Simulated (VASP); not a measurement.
# CsSnI3 (Pm-3m) in VASP: a series of runs, part 2 of 2

VASP 6.6.1.

## Step 4: Single point, r2SCAN

This run uses another cell than the first one, of 48.63 Å³/atom.

POSCAR

```
CsSnI3
1.0
    6.2414907048      0.0000000000      0.0000000000
    0.0000000000      6.2414907048      0.0000000000
    0.0000000000      0.0000000000      6.2414907048
Cs Sn I
1 1 3
Direct
    0.0000000000      0.0000000000      0.0000000000
    0.5000000000      0.5000000000      0.5000000000
    0.5000000000      0.5000000000      0.0000000000
    0.5000000000      0.0000000000      0.5000000000
    0.0000000000      0.5000000000      0.5000000000
```

INCAR.step1

```
SYSTEM = CsSnI3
PREC = Accurate
ENCUT = 520
ISMEAR = 0
SIGMA = 0.01
LREAL = .False.
LASPH = .True.
NELM = 60
NBANDS = 30
GGA = PE
ALGO = Normal
EDIFF = 1E-4
LWAVE = .True.
LCHARG = .False.
```

INCAR.step2

```
SYSTEM = CsSnI3
PREC = Accurate
ENCUT = 520
EDIFF = 1E-6
ISMEAR = 0
SIGMA = 0.01
LREAL = .False.
LASPH = .True.
NELM = 60
ALGO = Normal
ISIF = 2
LWAVE = .False.
LCHARG = .False.
METAGGA = R2SCAN
LMIXTAU = .True.
NBANDS = 30
ISTART = 1
```

KPOINTS

```
Automatic mesh
0
Gamma
  4 4 4
  0 0 0
```

Potentials or basis: VASP PAW PBE potentials, release 64 (Cs_sv, Sn_d, I).

Run with:

```console
$ cat potpaw_PBE.64/Cs_sv/POTCAR potpaw_PBE.64/Sn_d/POTCAR potpaw_PBE.64/I/POTCAR > POTCAR
$ cp INCAR.step1 INCAR
$ mpirun -np 1 vasp_std > vasp.out
$ cp INCAR.step2 INCAR
$ mpirun -np 1 vasp_std > vasp.out
```

OUTCAR:

```text
SYSTEM = CsSnI3
   PREC = Accurate
   ENCUT = 520
   EDIFF = 1E-6
   ISMEAR = 0
   LREAL = .False.
   LASPH = .True.
   NELM = 60
   ISIF = 2
   METAGGA = R2SCAN
   ISTART = 1

 ion  position               nearest neighbor table
   1  0.000  0.000  0.000-
   2  0.500  0.500  0.500-   3 3.12   4 3.12   5 3.12   3 3.12   4 3.12   5 3.12
   3  0.500  0.500  0.000-   2 3.12   2 3.12
[... 518 lines left out ...]
  Direction    XX          YY          ZZ          XY          YZ          ZX
  --------------------------------------------------------------------------------------
  -------------------------------------------------------------------------------------
  Total        0.0072967      0.0072967      0.0072967      0.0000000      0.0000000     -0.0000000
  in kB        0.0480809      0.0480809      0.0480809      0.0000000      0.0000000     -0.0000000
  external PRESSURE =       0.0480809 kB  Pullay stress =       0.0000000 kB

 VOLUME and BASIS-vectors are now :
 -----------------------------------------------------------------------------
  energy-cutoff  :      520.00
  volume of cell :      243.14
      direct lattice vectors                 reciprocal lattice vectors
     6.241490705  0.000000000  0.000000000     0.160218135  0.000000000  0.000000000
     0.000000000  6.241490705  0.000000000     0.000000000  0.160218135  0.000000000
     0.000000000  0.000000000  6.241490705     0.000000000  0.000000000  0.160218135

 POSITION                                       TOTAL-FORCE (eV/Angst)
 -----------------------------------------------------------------------------------
      0.00000      0.00000      0.00000         0.000000      0.000000      0.000000
      3.12075      3.12075      3.12075         0.000000      0.000000      0.000000
      3.12075      3.12075      0.00000         0.000000      0.000000      0.000000
      3.12075      0.00000      3.12075         0.000000      0.000000      0.000000
      0.00000      3.12075      3.12075         0.000000      0.000000      0.000000
 -----------------------------------------------------------------------------------
    total drift:                                0.000000     -0.000000     -0.000000

  FREE ENERGIE OF THE ION-ELECTRON SYSTEM (eV)
  ---------------------------------------------------
  free  energy   TOTEN  =      -128.6316772629 eV

  energy  without entropy=     -128.6316772629  energy(sigma->0) =     -128.63167726
```

OUTCAR.step1:

```text
SYSTEM = CsSnI3
   PREC = Accurate
   ENCUT = 520
   ISMEAR = 0
   LREAL = .False.
   LASPH = .True.
[... 546 lines left out ...]
      3.12075      3.12075      0.00000         0.000000      0.000000      0.000000
      3.12075      0.00000      3.12075         0.000000      0.000000      0.000000
      0.00000      3.12075      3.12075         0.000000      0.000000      0.000000
 -----------------------------------------------------------------------------------
    total drift:                                0.000000     -0.000000     -0.000000

  FREE ENERGIE OF THE ION-ELECTRON SYSTEM (eV)
  ---------------------------------------------------
  free  energy   TOTEN  =       -13.9635490673 eV

  energy  without entropy=      -13.9635490673  energy(sigma->0) =      -13.96354907
```

OSZICAR.step1:

```text
N       E                     dE             d eps       ncg     rms          rms(c)
DAV:   1     0.344244925008E+03    0.34424E+03   -0.17979E+04   600   0.132E+03
DAV:   2     0.300142063112E+02   -0.31423E+03   -0.30033E+03   700   0.274E+02
DAV:   3    -0.125553790107E+02   -0.42570E+02   -0.41662E+02   716   0.112E+02
DAV:   4    -0.142050184082E+02   -0.16496E+01   -0.16459E+01   768   0.257E+01
DAV:   5    -0.142567249806E+02   -0.51707E-01   -0.51703E-01   868   0.442E+00    0.408E+00
DAV:   6    -0.139841186967E+02    0.27261E+00   -0.40102E-01   764   0.327E+00    0.266E+00
DAV:   7    -0.139589840573E+02    0.25135E-01   -0.30711E-01   792   0.217E+00    0.106E+00
DAV:   8    -0.139636336790E+02   -0.46496E-02   -0.45185E-02   714   0.138E+00    0.296E-01
DAV:   9    -0.139632733372E+02    0.36034E-03   -0.45822E-03   782   0.502E-01    0.131E-01
DAV:  10    -0.139634969262E+02   -0.22359E-03   -0.76459E-04   678   0.145E-01    0.407E-02
DAV:  11    -0.139635490673E+02   -0.52141E-04   -0.28795E-04   612   0.113E-01
   1 F= -.13963549E+02 E0= -.13963549E+02  d E =-.164554E-55
```

It took 7.2 min on 1 thread of Intel Xeon Platinum 8259CL at 2.50GHz (Skylake/Cascade Lake), shared host; peak memory 0.39 GiB.

Results:

```yaml
Free_energy: -128.6317 eV
Pressure: 0.0 GPa
Band_gap_on_the_k_mesh: 0.50 eV
```

Levels at points of the mesh, in eV from the valence-band top:
```tsv
k point	band 19	band 20	band 21	band 22	band 23	band 24	band 25	band 26
(0.00, 0.00, 0.00)	-2.50	-2.35	-2.35	-2.35	2.60	3.42	3.42	3.81
(0.50, 0.00, 0.00)	-2.65	-2.47	-2.47	-1.68	1.23	4.12	4.26	4.57
(0.50, 0.50, 0.00)	-2.80	-2.72	-1.92	-0.83	0.92	0.92	4.21	4.66
(0.50, 0.50, 0.50)	-1.90	-1.90	-1.90	0.00	0.50	0.50	0.50	3.43
```

Caveat: the PAW data sets were made with another functional, which shifts forces and pressure a little; spin-orbit coupling is left out, which moves the levels of the heavy elements. A k mesh can miss the band edges.

## Step 5: The runs side by side

```csv
cell,smearing,gap on the mesh (eV),pressure (GPa)
"a = 5.992 Å, 5 atoms",fermi-dirac 0.02 eV,none,2.7
"a = 6.054 Å, 5 atoms",fermi-dirac 0.02 eV,0.04,1.9
"a = 6.241 Å, 5 atoms",gaussian 0.01 eV,0.50,0.0
```

Alike in all rows: task single point; level r2SCAN; potentials or basis VASP PAW PBE potentials, release 64 (Cs_sv, Sn_d, I); no spin polarisation; k mesh 4 × 4 × 4; cutoff (eV) 520.

Caveats: the PAW data sets were made with another functional, which shifts forces and pressure a little; spin-orbit coupling is left out, which moves the levels of the heavy elements.

Total energies depend on the potentials used, so only differences within one code and one set of settings carry meaning.
